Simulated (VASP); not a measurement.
# Tc (P6_3/mmc) in VASP: further runs

The runs below take Tc through single point, with PBE.

Program: VASP 6.6.1. These are calculated values, not measurements. Logs are shortened: lines on timing, memory, paths and dates and some standing lists are left out, and cuts for length are marked.

### 1 The cell of the first run

Symmetry: P6_3/mmc, No. 194, hexagonal system. The conventional cell has a = 2.739 Å, b = 2.739 Å, c = 8.857 Å, α = 90.00°, β = 90.00°, γ = 120.00°. Tc (site symmetry -6m2) has 12 Tc at 2.72 to 2.74 Å within 3.6 Å. Within 3.6 Å of Tc (site symmetry -3m) lie 12 Tc at 2.72 to 2.74 Å.

### 2 Single point, PBE

INCAR reads:

```
PREC = Accurate
ENCUT = 520
EDIFF = 1E-7
ISMEAR = -1
SIGMA = 0.05
LREAL = False
LASPH = True
NELM = 80
ALGO = Normal
ISIF = 2
LWAVE = False
LCHARG = False
GGA = PE
NBANDS = 34
```

KPOINTS reads:

```
regular mesh
0
Gamma
  9 9 3
```

POSCAR reads:

```
Tc
1.0
    2.7393552909      0.0000000000      0.0000000000
   -1.3696776454      2.3723512719      0.0000000000
    0.0000000000      0.0000000000      8.8573812844
Tc
4
Direct
    0.6666666667      0.3333333333      0.7500000000
    0.0000000000      0.0000000000      0.5000000000
    0.3333333333      0.6666666667      0.2500000000
    0.0000000000      0.0000000000      0.0000000000
```

Potentials or basis: VASP PAW PBE potentials, release 64 (Tc_pv).

Started as:

```sh
> cat potpaw_PBE.64/Tc_pv/POTCAR > POTCAR
> mpirun -np 1 vasp_std > vasp.out
```

OUTCAR:

```text
PREC = Accurate
   ENCUT = 520
   EDIFF = 1E-7
   ISMEAR = -1
   LREAL = False
   LASPH = True
   NELM = 80
   ISIF = 2
   GGA = PE

 ion  position               nearest neighbor table
   1  0.667  0.333  0.750-   2 2.72   4 2.72   2 2.72   4 2.72   2 2.72   4 2.72
   2  0.000  0.000  0.500-   1 2.72   3 2.72   3 2.72   1 2.72   1 2.72   3 2.72
   3  0.333  0.667  0.250-   2 2.72   4 2.72   2 2.72   4 2.72   2 2.72   4 2.72
   4  0.000  0.000  0.000-   1 2.72   3 2.72   3 2.72   1 2.72   1 2.72   3 2.72

  LATTYP: Found a hexagonal cell.
 ALAT       =     2.7393552909
 C/A-ratio  =     3.2333817062

  Lattice vectors:

 A1 = (   2.7393552909,   0.0000000000,   0.0000000000)
 A2 = (  -1.3696776454,   2.3723512719,   0.0000000000)
 A3 = (   0.0000000000,   0.0000000000,   8.8573812844)

Analysis of symmetry for initial positions (statically):
=====================================================================
 Subroutine PRICEL returns:
 Original cell was already a primitive cell.

 Routine SETGRP: Setting up the symmetry group for a
 hexagonal supercell.

 Subroutine GETGRP returns: Found 24 space group operations
 (whereof 12 operations were pure point group operations)
 out of a pool of 24 trial point group operations.

The static configuration has the point symmetry D_3d.
 The point group associated with its full space group is D_6h.

Analysis of symmetry for dynamics (positions and initial velocities):
=====================================================================
 Subroutine PRICEL returns:
 Original cell was already a primitive cell.

 Routine SETGRP: Setting up the symmetry group for a
 hexagonal supercell.

 Subroutine GETGRP returns: Found 24 space group operations
 (whereof 12 operations were pure point group operations)
 out of a pool of 24 trial point group operations.

The dynamic configuration has the point symmetry D_3d.
 The point group associated with its full space group is D_6h.

 Subroutine INISYM returns: Found 24 space group operations
 (whereof 12 operations are pure point group operations),
 and found     1 'primitive' translations

----------------------------------------------------------------------------------------

                                     Primitive cell

  volume of cell :      57.5616

  direct lattice vectors                    reciprocal lattice vectors
     2.739355291  0.000000000  0.000000000     0.365049398  0.210761368  0.000000000
    -1.369677645  2.372351272  0.000000000     0.000000000  0.421522736  0.000000000
     0.000000000  0.000000000  8.857381284     0.000000000  0.000000000  0.112900187

  length of vectors
     2.739355291  2.739355291  8.857381284     0.421522736  0.421522736  0.112900187

  position of ions in fractional coordinates (direct lattice)
     0.666666667  0.333333333  0.750000000
     0.000000000  0.000000000  0.500000000
     0.333333333  0.666666667  0.250000000
     0.000000000  0.000000000  0.000000000

  ion indices of the primitive-cell ions
   primitive index   ion index
                 1           1
                 2           2
                 3           3
                 4           4

----------------------------------------------------------------------------------------

 KPOINTS: regular mesh

Automatic generation of k-mesh.
 Grid dimensions read from file:
 generate k-points for:    9    9    3

 Generating k-lattice:

  Cartesian coordinates                     Fractional coordinates (reciprocal lattice)
     0.040561044  0.023417930  0.000000000     0.111111111  0.000000000  0.000000000
     0.000000000  0.046835860  0.000000000     0.000000000  0.111111111  0.000000000
     0.000000000  0.000000000  0.037633396     0.000000000  0.000000000  0.333333333

  Length of vectors
     0.046835860  0.046835860  0.037633396

  Shift w.r.t. Gamma in fractional coordinates (k-lattice)
     0.000000000  0.000000000  0.000000000

 Subroutine IBZKPT returns following result:
 ===========================================

 Found     24 irreducible k-points:

 Following reciprocal coordinates:
            Coordinates               Weight
  0.000000  0.000000  0.000000      1.000000
  0.111111  0.000000  0.000000      6.000000
  0.222222 -0.000000  0.000000      6.000000
  0.333333  0.000000  0.000000      6.000000
  0.444444 -0.000000  0.000000      6.000000
  0.111111  0.111111  0.000000      6.000000
[... 16 lines left out ...]
  0.333333  0.222222  0.333333     24.000000
  0.333333  0.333333  0.333333      4.000000
   k-points           NKPTS =     24   k-points in BZ     NKDIM =     24   number of bands    NBANDS=     34
   number of dos      NEDOS =    301   number of ions     NIONS =      4
   total plane-waves  NPLWV =  28000
   dimension x,y,z NGX =    20 NGY =   20 NGZ =   70
   dimension x,y,z NGXF=    40 NGYF=   40 NGZF=  140
   ions per type =               4
   NGX,Y,Z   is equivalent  to a cutoff of  12.14, 12.14, 13.14 a.u.
   NGXF,Y,Z  is equivalent  to a cutoff of  24.28, 24.28, 26.28 a.u.
 SYSTEM =  unknown system
   PREC   = accura    normal or accurate (medium, high low for compatibility)
   ISTART =      0    job   : 0-new  1-cont  2-samecut
   ICHARG =      2    charge: 1-file 2-atom 10-const
   ISPIN  =      1    spin polarized calculation?
   LNONCOLLINEAR =      F non collinear calculations
   LSORBIT =      F    spin-orbit coupling
   LASPH  =      T    aspherical Exc in radial PAW
   ENCUT  =  520.0 eV  38.22 Ry    6.18 a.u.   5.09  5.09 16.47*2*pi/ulx,y,z
   NELM   =     80;   NELMIN=  2; NELMDL= -5     # of ELM steps
   EDIFF  = 0.1E-06   stopping-criterion for ELM
   LREAL  =      F    real-space projection
   EDIFFG = 0.1E-05   stopping-criterion for IOM
   NSW    =      0    number of steps for IOM
   IBRION =     -1    ionic relax: 0-MD 1-quasi-New 2-CG
   NFREE  =      0    steps in history (QN), initial steepest desc. (CG)
   ISIF   =      2    stress and relaxation
   ISYM   =      2    0-nonsym 1-usesym 2-fastsym
   POTIM  = 0.5000    time-step for ionic-motion
   TEBEG  =    0.0;   TEEND  =   0.0 temperature during run
   PSTRESS=    0.0 pullay stress
   NELECT =      52.0000    total number of electrons
   NUPDOWN=      -1.0000    fix difference up-down
   EMIN   =  10.00;   EMAX   =-10.00  energy-range for DOS
   EFERMI =   0.00;   METHOD = LEGACY
   ISMEAR =    -1;   SIGMA  =   0.05  broadening in eV -4-tet -1-fermi 0-gaus
   EFERMI_NEDOS =   21; number of points for ismear=-14 and -15
   IALGO  =     38    algorithm
   IMIX   =      4    mixing-type and parameters
     AMIX     =   0.40;   BMIX     =  1.00
     AMIX_MAG =   1.60;   BMIX_MAG =  1.00
  volume/ion in A,a.u.               =      14.39        97.11
  Fermi-wavevector in a.u.,A,eV,Ry     =   1.582578  2.990638 34.076502  2.504552
  Thomas-Fermi vector in A             =   2.682480
   LORBIT       =      0    0 simple, 1 ext, 2 COOP (PROOUT), +10 PAW based schemes
   GGA     = PE    functional components
   LHFCALC =     F    Hartree Fock is set to
   AEXX    =    0.0000 exact exchange contribution
   IVDW    =     0    specifies the selected vdW correction
   LEPSILON=     F    determine dielectric tensor
   LRPA    =     F    only Hartree local field effects (RPA)
 non-spin polarized calculation
  energy-cutoff  :      520.00
  volume of cell :       57.56
 maximum number of plane-waves:      1570
   NGX = 11   NGY = 11   NGZ = 33

 number of electron      52.0000011 magnetization

 Free energy of the ion-electron system (eV)
  ---------------------------------------------------
  ext. energy  EPLUGINS =         0.00000000
  ---------------------------------------------------
  free energy    TOTEN  =       -41.35460448 eV

  energy without entropy =      -41.31648056  energy(sigma->0) =      -41.33554252

 E-fermi :  12.6857     XC(G=0): -13.7664

 val. band max:       12.6683068675   @ k =   0.3333   0.0000   0.0000
 cond. band min:      12.6997039243   @ k =   0.3333   0.1111   0.3333
 fundamental gap:      0.0313970568
 Fermi energy:        12.6857418607

 k-point     1 :       0.0000    0.0000    0.0000
  band No.  band energies     occupation
      1     -26.8973      2.00000
      2     -26.3188      2.00000
      3     -26.2301      2.00000
      4     -25.7866      2.00000
      5     -25.7866      2.00000
      6     -25.7038      2.00000
[... 26 lines left out ...]
     33      14.4294      0.00000
     34      14.4294      0.00000

 k-point     2 :       0.1111    0.0000    0.0000
  band No.  band energies     occupation
      1     -26.8489      2.00000
      2     -26.3329      2.00000
      3     -26.2502      2.00000
      4     -25.8960      2.00000
      5     -25.8221      2.00000
      6     -25.7854      2.00000
[... 26 lines left out ...]
     33      14.3692      0.00000
     34      14.6380      0.00000

 k-point     3 :       0.2222   -0.0000    0.0000
  band No.  band energies     occupation
      1     -26.7187      2.00000
      2     -26.4186      2.00000
      3     -26.3735      2.00000
      4     -26.1532      2.00000
      5     -26.0399      2.00000
      6     -25.9367      2.00000
[... 26 lines left out ...]
     33      15.1862      0.00000
     34      15.2378      0.00000

 k-point     4 :       0.3333    0.0000    0.0000
  band No.  band energies     occupation
      1     -26.6666      2.00000
      2     -26.6218      2.00000
      3     -26.4789      2.00000
      4     -26.4249      2.00000
      5     -26.3610      2.00000
      6     -26.0219      2.00000
[... 26 lines left out ...]
     33      15.7990      0.00000
     34      15.9122      0.00000

 k-point     5 :       0.4444   -0.0000    0.0000
  band No.  band energies     occupation
      1     -26.8103      2.00000
      2     -26.8074      2.00000
      3     -26.5974      2.00000
      4     -26.5658      2.00000
      5     -26.2894      2.00000
      6     -26.1155      2.00000
[... 621 lines left out ...]
 k-point    22 :       0.2222    0.2222    0.3333
  band No.  band energies     occupation
      1     -26.6291      2.00000
      2     -26.5687      2.00000
      3     -26.5640      2.00000
      4     -26.4843      2.00000
      5     -26.2787      2.00000
      6     -26.1710      2.00000
[... 26 lines left out ...]
     33      16.7466      0.00000
     34      16.8122      0.00000

 k-point    23 :       0.3333    0.2222    0.3333
  band No.  band energies     occupation
      1     -26.6632      2.00000
      2     -26.6563      2.00000
      3     -26.5706      2.00000
      4     -26.5394      2.00000
      5     -26.2869      2.00000
      6     -26.2790      2.00000
[... 26 lines left out ...]
     33      18.7586      0.00000
     34      19.1214      0.00000

 k-point    24 :       0.3333    0.3333    0.3333
  band No.  band energies     occupation
      1     -26.5814      2.00000
      2     -26.5814      2.00000
      3     -26.5559      2.00000
      4     -26.4406      2.00000
      5     -26.3995      2.00000
      6     -26.3995      2.00000
[... 26 lines left out ...]
     33      20.7828      0.00000
     34      20.8748      0.00000

------------------------ aborting loop because EDIFF is reached ----------------------------------------

  FORCE on cell =-STRESS in cart. coord.  units (eV):
  Direction    XX          YY          ZZ          XY          YZ          ZX
  --------------------------------------------------------------------------------------
  -------------------------------------------------------------------------------------
  Total        0.9338368      0.9338368     -1.2648605      0.0000000     -0.0000000      0.0000000
  in kB       25.9925480     25.9925480    -35.2063095      0.0000000     -0.0000000      0.0000000
  external PRESSURE =       5.5929289 kB  Pullay stress =       0.0000000 kB

 VOLUME and BASIS-vectors are now :
 -----------------------------------------------------------------------------
  energy-cutoff  :      520.00
  volume of cell :       57.56
      direct lattice vectors                 reciprocal lattice vectors
     2.739355291  0.000000000  0.000000000     0.365049398  0.210761368  0.000000000
    -1.369677645  2.372351272  0.000000000     0.000000000  0.421522736  0.000000000
     0.000000000  0.000000000  8.857381284     0.000000000  0.000000000  0.112900187

 POSITION                                       TOTAL-FORCE (eV/Angst)
 -----------------------------------------------------------------------------------
      1.36968      0.79078      6.64304         0.000000      0.000000     -0.000000
      0.00000      0.00000      4.42869        -0.000000     -0.000000      0.000000
     -0.00000      1.58157      2.21435         0.000000      0.000000     -0.000000
      0.00000      0.00000      0.00000        -0.000000     -0.000000      0.000000
 -----------------------------------------------------------------------------------
    total drift:                                0.000000     -0.000000      0.000000

  FREE ENERGIE OF THE ION-ELECTRON SYSTEM (eV)
  ---------------------------------------------------
  free  energy   TOTEN  =       -41.3546044815 eV

  energy  without entropy=      -41.3164805618  energy(sigma->0) =      -41.33554252
```

Run time: 47 s. Hardware: 1 thread of Intel Xeon Platinum 8488C (Sapphire Rapids), shared host; peak memory 0.18 GiB.

What came out:

```yaml
Free_energy: -41.3546 eV
Pressure: 0.6 GPa
Band_gap_on_the_k_mesh: zero (bands 26 and 27 overlap by 2.77 eV)
```

Levels at points of the mesh, in eV from the Fermi level:
```tsv
k point	band 23	band 24	band 25	band 26	band 27	band 28	band 29	band 30
(0.00, 0.00, 0.00)	-1.67	-1.29	-1.29	-1.20	-1.20	0.24	0.24	0.96
```

### 3 Single point, PBE

This run uses another cell than the first one, of 14.53 Å³/atom.

INCAR reads:

```
  PREC = Accurate
  ENCUT = 520
  EDIFF = 1E-7
  ISMEAR = -1
  SIGMA = 0.05
  LREAL = F
  LASPH = T
  NELM = 80
  ALGO = Normal
  ISIF = 2
  LWAVE = F
  LCHARG = F
  GGA = PE
  NBANDS = 34
```

KPOINTS reads:

```
Automatic mesh
0
Gamma
  9 9 3
```

Edit POSCAR of step 2 so:

```diff
@@ -4,3 +4,3 @@
    -1.3696776454      2.3723512719      0.0000000000
-    0.0000000000      0.0000000000      8.8573812844
+    0.0000000000      0.0000000000      8.9450781288
 Tc
```

Potentials or basis: VASP PAW PBE potentials, release 64 (Tc_pv).

Started as:

```sh
> cat potpaw_PBE.64/Tc_pv/POTCAR > POTCAR
> mpirun -np 1 vasp_std > vasp.out
```

Run time: 47 s. Hardware: 1 thread of Intel Xeon Platinum 8488C (Sapphire Rapids), shared host; peak memory 0.18 GiB.

Results (log left out):

| Quantity | Value |
| --- | --- |
| Free energy | -41.3344 eV |
| Pressure | -2.2 GPa |
| Band gap on the k mesh | zero (bands 26 and 27 overlap by 2.74 eV) |

Stress tensor (GPa, compression positive):
```
 0.69  0.00  0.00
 0.00  0.69  0.00
 0.00  0.00 -8.13
```

Levels at points of the mesh, in eV from the Fermi level:
| k point | band 22 | band 23 | band 24 | band 25 | band 26 | band 27 | band 28 | band 29 | band 30 | band 31 |
| --- | --- | --- | --- | --- | --- | --- | --- | --- | --- | --- |
| (0.00, 0.00, 0.00) | -1.80 | -1.74 | -1.27 | -1.27 | -1.18 | -1.18 | 0.28 | 0.28 | 0.99 | 0.99 |

[end of part 1 of 3]
